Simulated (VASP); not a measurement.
# Mg3TeSe2 (P6/mmm) in VASP: notebook

Mg3TeSe2 is run at these levels: PBE; tasks: single point, relaxation of cell and atoms.

All numbers are computed with VASP 6.6.1; they aren't measurements. Logs are shortened: lines on timing, memory, paths and dates and some standing lists are left out, and cuts for length are marked.

### 1 The cell of the first run

It takes space group P6/mmm (No. 191, hexagonal). Conventional cell: a = 4.615 Å, b = 4.615 Å, c = 8.408 Å, α = 90.00°, β = 90.00°, γ = 120.00°. Mg (site symmetry mmm) has 2 Te at 2.31 Å and 4 Mg at 2.31 Å and 4 Se at 2.95 Å within 3.1 Å. Within 2.4 Å of Te (site symmetry 6/mmm) lie 2 Se at 1.84 Å and 6 Mg at 2.31 Å. Se (site symmetry 6mm) has 1 Te at 1.84 Å within 2.4 Å.

The cell was built from a structure type or drawn by symmetry, and may not be a known phase.

### 2 Single point, PBE

INCAR

```
SYSTEM = Mg3TeSe2
ALGO = Normal
EDIFF = 1E-6
ENCUT = 520
GGA = PE
ISIF = 2
ISMEAR = 0
LASPH = .TRUE.
LCHARG = .FALSE.
LREAL = .FALSE.
LWAVE = .FALSE.
NBANDS = 21
NELM = 60
PREC = Accurate
SIGMA = 0.1
```

KPOINTS

```
k-points
0
G
  6 6 2
  0 0 0
```

POSCAR

```
Mg3TeSe2
1.0
    4.6153930100      0.0000000000      0.0000000000
   -2.3076965100      3.9970476000      0.0000000000
    0.0000000000      0.0000000000      8.4078511900
Mg Te Se
3 1 2
Direct
    0.5000000000      0.0000000000      0.0000000000
    0.0000000000      0.5000000000      0.0000000000
    0.5000000000      0.5000000000      0.0000000000
    0.0000000000      0.0000000000      0.0000000000
    0.0000000000      0.0000000000      0.2190354300
    0.0000000000      0.0000000000      0.7809645700
```

Potentials or basis: VASP PAW PBE potentials, release 64 (Mg, Te, Se).

The run is started by

```
$ cat potpaw_PBE.64/Mg/POTCAR potpaw_PBE.64/Te/POTCAR potpaw_PBE.64/Se/POTCAR > POTCAR
$ mpirun -np 1 vasp_std > vasp.out
```

OUTCAR:

```text
SYSTEM = Mg3TeSe2
   EDIFF = 1E-6
   ENCUT = 520
   GGA = PE
   ISIF = 2
   ISMEAR = 0
   LASPH = .TRUE.
   LREAL = .FALSE.
   NELM = 60
   PREC = Accurate

 ion  position               nearest neighbor table
   1  0.500  0.000  0.000-   4 2.31   4 2.31   2 2.31   2 2.31   3 2.31   3 2.31   6 2.95   5 2.95
                             6 2.95   5 2.95
   2  0.000  0.500  0.000-   3 2.31   3 2.31   1 2.31   1 2.31   4 2.31   4 2.31   5 2.95   6 2.95
                             6 2.95   5 2.95
   3  0.500  0.500  0.000-   2 2.31   2 2.31   4 2.31   4 2.31   1 2.31   1 2.31   6 2.95   5 2.95
                             5 2.95   6 2.95
   4  0.000  0.000  0.000-   5 1.84   6 1.84   1 2.31   1 2.31   3 2.31   3 2.31   2 2.31   2 2.31

   5  0.000  0.000  0.219-   4 1.84   1 2.95   1 2.95   3 2.95   3 2.95   2 2.95   2 2.95
   6  0.000  0.000  0.781-   4 1.84   1 2.95   1 2.95   3 2.95   3 2.95   2 2.95   2 2.95

  LATTYP: Found a hexagonal cell.
 ALAT       =     4.6153930100
 C/A-ratio  =     1.8216977778

  Lattice vectors:

 A1 = (   4.6153930100,   0.0000000000,   0.0000000000)
 A2 = (  -2.3076965100,   3.9970476000,   0.0000000000)
 A3 = (   0.0000000000,   0.0000000000,   8.4078511900)

Analysis of symmetry for initial positions (statically):
=====================================================================
 Subroutine PRICEL returns:
 Original cell was already a primitive cell.

 Routine SETGRP: Setting up the symmetry group for a
 hexagonal supercell.

 Subroutine GETGRP returns: Found 24 space group operations
 (whereof 24 operations were pure point group operations)
 out of a pool of 24 trial point group operations.

The static configuration has the point symmetry D_6h.

Analysis of symmetry for dynamics (positions and initial velocities):
=====================================================================
 Subroutine PRICEL returns:
 Original cell was already a primitive cell.

 Routine SETGRP: Setting up the symmetry group for a
 hexagonal supercell.

 Subroutine GETGRP returns: Found 24 space group operations
 (whereof 24 operations were pure point group operations)
 out of a pool of 24 trial point group operations.

The dynamic configuration has the point symmetry D_6h.

 Subroutine INISYM returns: Found 24 space group operations
 (whereof 24 operations are pure point group operations),
 and found     1 'primitive' translations

----------------------------------------------------------------------------------------

                                     Primitive cell

  volume of cell :     155.1076

  direct lattice vectors                    reciprocal lattice vectors
     4.615393010  0.000000000  0.000000000     0.216666273  0.125092331  0.000000000
    -2.307696510  3.997047600  0.000000000     0.000000000  0.250184661  0.000000000
     0.000000000  0.000000000  8.407851190     0.000000000  0.000000000  0.118936453

  length of vectors
     4.615393010  4.615393017  8.407851190     0.250184662  0.250184661  0.118936453

  position of ions in fractional coordinates (direct lattice)
     0.500000000  0.000000000  0.000000000
     1.000000000  0.500000000  0.000000000
     0.500000000  0.500000000  0.000000000
     0.000000000  0.000000000  0.000000000
     0.000000000  0.000000000  0.219035430
     0.000000000  0.000000000  0.780964570

  ion indices of the primitive-cell ions
   primitive index   ion index
                 1           1
                 2           2
                 3           3
                 4           4
                 5           5
                 6           6

----------------------------------------------------------------------------------------

 KPOINTS: k-points

Automatic generation of k-mesh.
 Grid dimensions read from file:
 generate k-points for:    6    6    2

 Generating k-lattice:

  Cartesian coordinates                     Fractional coordinates (reciprocal lattice)
     0.036111045  0.020848722  0.000000000     0.166666667  0.000000000  0.000000000
[... 47 lines left out ...]
   NGX = 17   NGY = 17   NGZ = 31

 number of electron      23.9999998 magnetization

 Free energy of the ion-electron system (eV)
  ---------------------------------------------------
  ext. energy  EPLUGINS =         0.00000000
  ---------------------------------------------------
  free energy    TOTEN  =        16.83808823 eV

  energy without entropy =       16.84736200  energy(sigma->0) =       16.84272511

 E-fermi :   3.5768     XC(G=0):  -7.5537

 val. band max:        3.5516637946   @ k =   0.3333   0.3333   0.0000
 cond. band min:       3.6104869519   @ k =   0.5000  -0.0000   0.0000
 fundamental gap:      0.0588231573
 Fermi energy:         3.5768161922

 k-point     1 :       0.0000    0.0000    0.0000
  band No.  band energies     occupation
      1     -16.9533      2.00000
      2     -13.8584      2.00000
      3      -6.5861      2.00000
      4      -5.2876      2.00000
      5      -5.2876      2.00000
      6      -2.6705      2.00000
[... 13 lines left out ...]
     20       8.3233      0.00000
     21      10.4968      0.00000

 k-point     2 :       0.1667    0.0000    0.0000
  band No.  band energies     occupation
      1     -16.9006      2.00000
      2     -13.8440      2.00000
      3      -6.5571      2.00000
      4      -5.7626      2.00000
      5      -5.3917      2.00000
      6      -2.6473      2.00000
[... 13 lines left out ...]
     20       9.6553      0.00000
     21      10.2956      0.00000

 k-point     3 :       0.3333    0.0000    0.0000
  band No.  band energies     occupation
      1     -16.7912      2.00000
      2     -13.8150      2.00000
      3      -6.6748      2.00000
      4      -6.3055      2.00000
      5      -5.5866      2.00000
      6      -2.5942      2.00000
[... 13 lines left out ...]
     20       8.9724      0.00000
     21       9.4013      0.00000
[... 217 lines left out ...]
 k-point    13 :       0.3333    0.1667    0.5000
  band No.  band energies     occupation
      1     -16.7345      2.00000
      2     -13.8023      2.00000
      3      -6.7661      2.00000
      4      -6.2677      2.00000
      5      -5.9407      2.00000
      6      -2.6969      2.00000
[... 13 lines left out ...]
     20       9.3090      0.00000
     21       9.5318      0.00000

 k-point    14 :       0.3333    0.3333    0.5000
  band No.  band energies     occupation
      1     -16.7061      2.00000
      2     -13.7949      2.00000
      3      -6.4947      2.00000
      4      -6.4947      2.00000
      5      -6.2443      2.00000
      6      -2.6772      2.00000
[... 13 lines left out ...]
     20       9.1382      0.00000
     21       9.1382      0.00000

------------------------ aborting loop because EDIFF is reached ----------------------------------------

  FORCE on cell =-STRESS in cart. coord.  units (eV):
  Direction    XX          YY          ZZ          XY          YZ          ZX
  --------------------------------------------------------------------------------------
  -------------------------------------------------------------------------------------
  Total       59.0381894     59.0381895    135.0940264     -0.0000001      0.0000000     -0.0000000
  in kB      609.8325309    609.8325324   1395.4481469     -0.0000008      0.0000000     -0.0000000
  external PRESSURE =     871.7044034 kB  Pullay stress =       0.0000000 kB

 VOLUME and BASIS-vectors are now :
 -----------------------------------------------------------------------------
  energy-cutoff  :      520.00
  volume of cell :      155.11
      direct lattice vectors                 reciprocal lattice vectors
     4.615393010  0.000000000  0.000000000     0.216666273  0.125092331  0.000000000
    -2.307696510  3.997047600  0.000000000     0.000000000  0.250184661  0.000000000
     0.000000000  0.000000000  8.407851190     0.000000000  0.000000000  0.118936453

 POSITION                                       TOTAL-FORCE (eV/Angst)
 -----------------------------------------------------------------------------------
      2.30770      0.00000      0.00000        -0.000000      0.000000      0.000000
     -1.15385      1.99852      0.00000        -0.000000      0.000000      0.000000
      1.15385      1.99852      0.00000        -0.000000      0.000000      0.000000
      0.00000      0.00000      0.00000        -0.000000      0.000000      0.000000
      0.00000      0.00000      1.84162        -0.000000     -0.000000     36.701704
      0.00000      0.00000      6.56623         0.000000      0.000000    -36.701704
 -----------------------------------------------------------------------------------
    total drift:                               -0.000000     -0.000000     -0.000000

  FREE ENERGIE OF THE ION-ELECTRON SYSTEM (eV)
  ---------------------------------------------------
  free  energy   TOTEN  =        16.8380882254 eV

  energy  without entropy=       16.8473620002  energy(sigma->0) =       16.84272511
```

It took 22 s on 1 thread of Intel Xeon 6975P-C (Granite Rapids), shared host; peak memory 0.29 GiB.

What came out:

```
Free energy            : 16.8381 eV
Pressure               : 87.2 GPa
Largest force          : 36.702 eV/Å
Band gap on the k mesh : zero (bands 12 and 13 overlap by 0.54 eV)
```

Forces on the atoms (eV/Å):
```
Mg    0.000   0.000   0.000
Mg    0.000   0.000   0.000
Mg    0.000   0.000   0.000
Te    0.000   0.000   0.000
Se    0.000   0.000  36.702
Se    0.000   0.000 -36.702
```

Caveat: the k points lie up to 0.37 Å⁻¹ apart, too coarse for converged energies and pressures of a metal; semilocal functionals underestimate gaps, so a narrow gap can read as zero; spin-orbit coupling is left out, which moves the levels of the heavy elements; forces of over 1 eV/Å act on the atoms, so gaps and moduli don't describe the material at rest.

### 3 Single point, PBE

This run uses another cell than the first one, of 41.86 Å³/atom.

INCAR

```
SYSTEM = Mg3TeSe2
PREC = Accurate ; ENCUT = 520
EDIFF = 1E-7 ; ISMEAR = 0
SIGMA = 0.1 ; LREAL = .FALSE.
LASPH = .TRUE. ; NELM = 60
ALGO = Normal ; ISIF = 2
LWAVE = .FALSE. ; LCHARG = .FALSE.
GGA = PE ; NBANDS = 21
```

KPOINTS

```
regular mesh
0
G
  6 6 2
  0 0 0
```

POSCAR

```
Mg3TeSe2
1.0
    6.0865105707      0.0000000038      0.0000000000
   -3.0432552886      5.2710727727      0.0000000000
    0.0000000000      0.0000000000      7.8292152136
Mg Te Se
3 1 2
Direct
    0.5000000000      0.0000000000      0.0000000000
    0.0000000000      0.5000000000      0.0000000000
    0.5000000000      0.5000000000      0.0000000000
    0.0000000000      0.0000000000      0.0000000000
    0.0000000000      0.0000000000      0.3432456591
    0.0000000000      0.0000000000      0.6567543409
```

Potentials or basis: VASP PAW PBE potentials, release 64 (Mg, Te, Se).

The run is started by

```
$ cat potpaw_PBE.64/Mg/POTCAR potpaw_PBE.64/Te/POTCAR potpaw_PBE.64/Se/POTCAR > POTCAR
$ mpirun -np 1 vasp_std > vasp.out
```

Wall time 43 s (1 thread of Intel Xeon 6975P-C (Granite Rapids), shared host); peak memory 0.41 GiB.

The run converged. Its results:

```
Free energy            : -13.6045 eV
Pressure               : 0.2 GPa
Band gap on the k mesh : zero (bands 12 and 13 overlap by 1.04 eV)
```

Stress tensor (GPa, compression positive):
```
 0.26  0.00  0.00
 0.00  0.26  0.00
 0.00  0.00 -0.05
```

Levels at points of the mesh, in eV from the Fermi level:
```
           k point  band 10  band 11  band 12  band 13  band 14  band 15
(0.00, 0.00, 0.00)    -1.61    -0.75    -0.75    -0.20     0.48     0.48
(0.50, 0.00, 0.00)    -1.67    -1.18    -0.83     0.02     2.02     2.48
(0.00, 0.00, 0.50)    -0.20     0.04     0.04     0.49     0.49     0.69
(0.50, 0.00, 0.50)    -0.39    -0.01     0.22     1.56     1.69     1.85
```

Caveat: the k points lie up to 0.40 Å⁻¹ apart, too coarse for converged energies and pressures of a metal; spin-orbit coupling is left out, which moves the levels of the heavy elements.

### 4 Single point, PBE

This run uses another cell than the first one, of 42.37 Å³/atom.

INCAR

```
PREC = Accurate ; ENCUT = 520
EDIFF = 1E-7 ; ISMEAR = 0
SIGMA = 0.1 ; LREAL = F
LASPH = T ; NELM = 100
ALGO = Normal ; ISIF = 2
LWAVE = F ; LCHARG = F
GGA = PE ; NBANDS = 21
```

KPOINTS

```
regular mesh
0
Gamma
  6 6 6
```

POSCAR

```
Mg3TeSe2
1.0
    6.1038519004      0.0000000000      0.0000000000
   -3.0519259502      5.2860908067      0.0000000000
    0.0000000000      0.0000000000      7.8782025049
Mg Te Se
3 1 2
Direct
    0.5000000000      0.0000000000      0.0000000000
    0.0000000000      0.5000000000      0.0000000000
    0.5000000000      0.5000000000      0.0000000000
    0.0000000000      0.0000000000      0.0000000000
    0.0000000000      0.0000000000      0.3442658135
    0.0000000000      0.0000000000      0.6557341865
```

The run is started by

```
$ cat potpaw_PBE.64/Mg/POTCAR potpaw_PBE.64/Te/POTCAR potpaw_PBE.64/Se/POTCAR > POTCAR
$ mpirun -np 1 vasp_std > vasp.out
```

It took 85 s on 1 thread of Intel Xeon 6975P-C (Granite Rapids), shared host; peak memory 0.47 GiB.

Results (log left out):

```yaml
Free_energy: -13.2056 eV
Pressure: 0.0 GPa
Largest_force: 0.008 eV/Å
Band_gap_on_the_k_mesh: zero (bands 12 and 13 overlap by 0.97 eV)
```

Forces in eV/Å, atoms in the order of the input:
```
Mg   0.000  0.000  0.000
Mg   0.000  0.000  0.000
Mg   0.000  0.000  0.000
Te   0.000  0.000  0.000
Se   0.000  0.000 -0.008
Se   0.000  0.000  0.008
```

Levels at points of the mesh, in eV from the Fermi level:
```csv
k point,band 10,band 11,band 12,band 13,band 14,band 15
"(0.00, 0.00, 0.00)",-1.49,-0.58,-0.58,-0.10,0.58,0.58
"(0.50, 0.00, 0.00)",-1.55,-1.01,-0.66,0.12,2.11,2.57
"(0.00, 0.00, 0.50)",-0.10,0.16,0.16,0.59,0.59,0.78
"(0.50, 0.00, 0.50)",-0.25,0.12,0.31,1.56,1.82,1.95
```

Caveat: spin-orbit coupling is left out, which moves the levels of the heavy elements.

### 5 Relaxation of cell and atoms, PBE

This run uses another cell than the first one, of 41.86 Å³/atom.

INCAR

```
SYSTEM = Mg3TeSe2
ALGO     = Normal         ! electronic algorithm
EDIFF    = 1E-7           ! SCF threshold, eV
EDIFFG   = -0.01          ! ionic threshold
ENCUT    = 600            ! plane-wave cutoff, eV
GGA      = PE             ! functional
IBRION   = 2              ! ionic algorithm
ISIF     = 3              ! what is computed and relaxed
ISMEAR   = 0              ! smearing method
LASPH    = .TRUE.         ! aspherical terms in the spheres
LCHARG   = .FALSE.        ! write CHGCAR
LREAL    = .FALSE.        ! projectors in reciprocal space
LWAVE    = .FALSE.        ! write WAVECAR
NELM     = 100            ! most SCF steps
NSW      = 100            ! ionic steps
PREC     = Accurate       ! precision mode
SIGMA    = 0.1            ! smearing width, eV
```

KPOINTS

```
k-points
0
G
  6 6 6
  0 0 0
```

POSCAR

```
Mg3TeSe2
1.0
    6.0865105707      0.0000000000      0.0000000000
   -3.0432552853      5.2710727746      0.0000000000
    0.0000000000      0.0000000000      7.8292152136
Mg Te Se
3 1 2
Direct
    0.5000000000      0.0000000000      0.0000000000
    0.0000000000      0.5000000000      0.0000000000
    0.5000000000      0.5000000000      0.0000000000
    0.0000000000      0.0000000000      0.0000000000
    0.0000000000      0.0000000000      0.3432456591
    0.0000000000      0.0000000000      0.6567543409
```

The run is started by

```
$ cat potpaw_PBE.64/Mg/POTCAR potpaw_PBE.64/Te/POTCAR potpaw_PBE.64/Se/POTCAR > POTCAR
$ mpirun -np 1 vasp_std > vasp.out
```

Run time: 3.6 min. Hardware: 1 thread of Intel Xeon 6975P-C (Granite Rapids), shared host; peak memory 0.55 GiB.

The run converged. Its results:

- Free energy: -13.2057 eV
- Relaxed volume: 42.32 Å³/atom
- Relaxed cell: a = 6.100 Å, b = 6.100 Å, c = 7.878 Å, α = 90.00°, β = 90.00°, γ = 120.00°
- Space group after relaxing (to 0.1 Å): P6/mmm (No. 191)
- Energy gained by relaxing: 0.7 meV/atom
- Ionic steps: 5
- Pressure after relaxing: 0.0 GPa
- Band gap on the k mesh: zero (bands 12 and 13 overlap by 0.98 eV)

The path:
| step | energy change (eV) | largest force (eV/Å) | pressure (GPa) | volume (Å³) |
| --- | --- | --- | --- | --- |
| 1 | 0.0000 | 0.0844 | 0.28 | 251.18 |
| 2 | -0.0036 | 0.0518 | -0.02 | 253.89 |
| 3 | -0.0037 | 0.0549 | 0.02 | 253.48 |
| 4 | -0.0040 | 0.0168 | 0.01 | 253.79 |
| 5 | -0.0040 | 0.0018 | 0.00 | 253.91 |

Final structure:
```
Mg Te Se
1.0
     6.10038    0.00000    0.00000
    -3.05019    5.28309    0.00000
     0.00000    0.00000    7.87839
Mg Te Se
3 1 2
Cartesian
  3.0502 0.0000 0.0000
  -1.5251 2.6415 0.0000
  1.5251 2.6415 0.0000
  0.0000 0.0000 0.0000
  6.1004 0.0000 2.7116
  -3.0502 5.2831 5.1668
```

Levels at points of the mesh, in eV from the Fermi level:
```
           k point  band 8  band 9  band 10  band 11  band 12  band 13  band 14  band 15  band 16
(0.00, 0.00, 0.00)   -2.77   -1.49    -1.49    -0.58    -0.58    -0.10     0.59     0.59     1.40
(0.50, 0.00, 0.00)   -1.99   -1.78    -1.55    -1.02    -0.66     0.13     2.12     2.57     2.64
(0.00, 0.00, 0.50)   -2.03   -2.03    -0.10     0.16     0.16     0.60     0.60     0.78     2.12
(0.50, 0.00, 0.50)   -2.09   -2.01    -0.25     0.12     0.32     1.57     1.82     1.95     2.59
```

Caveat: spin-orbit coupling is left out, which moves the levels of the heavy elements.

### 6 Overview

| task | cell | k mesh | cutoff (eV) | gap on the mesh (eV) | pressure (GPa) | largest force (eV/Å) |
| --- | --- | --- | --- | --- | --- | --- |
| single point | a = 4.615, b = 4.615, c = 8.408 Å, angles 90.0, 90.0, 120.0°, 6 atoms, atomic positions A | 6 × 6 × 2 | 520 | none | 87.2 | 36.70 |
| single point | a = 6.087, b = 6.087, c = 7.829 Å, angles 90.0, 90.0, 120.0°, 6 atoms, atomic positions B | 6 × 6 × 2 | 520 | none | 0.2 | - |
| single point | a = 6.104, b = 6.104, c = 7.878 Å, angles 90.0, 90.0, 120.0°, 6 atoms, atomic positions B | 6 × 6 × 6 | 520 | none | 0.0 | 0.01 |
| relaxation of cell and atoms | relaxed from a = 6.087, b = 6.087, c = 7.829 Å, angles 90.0, 90.0, 120.0°, 6 atoms, atomic positions B | 6 × 6 × 6 | 600 | none | 0.0 | - |

Alike in all rows: level PBE; potentials or basis VASP PAW PBE potentials, release 64 (Mg, Te, Se); no spin polarisation; smearing gaussian 0.1 eV.

Caveats: some runs use coarse meshes; spin-orbit coupling is left out, which moves the levels of the heavy elements; semilocal functionals underestimate gaps, so a narrow gap can read as zero (at least some runs); forces of over 1 eV/Å act on the atoms, so gaps and moduli don't describe the material at rest (at least some runs).

Absolute energies hang on the potentials; compare differences alone.
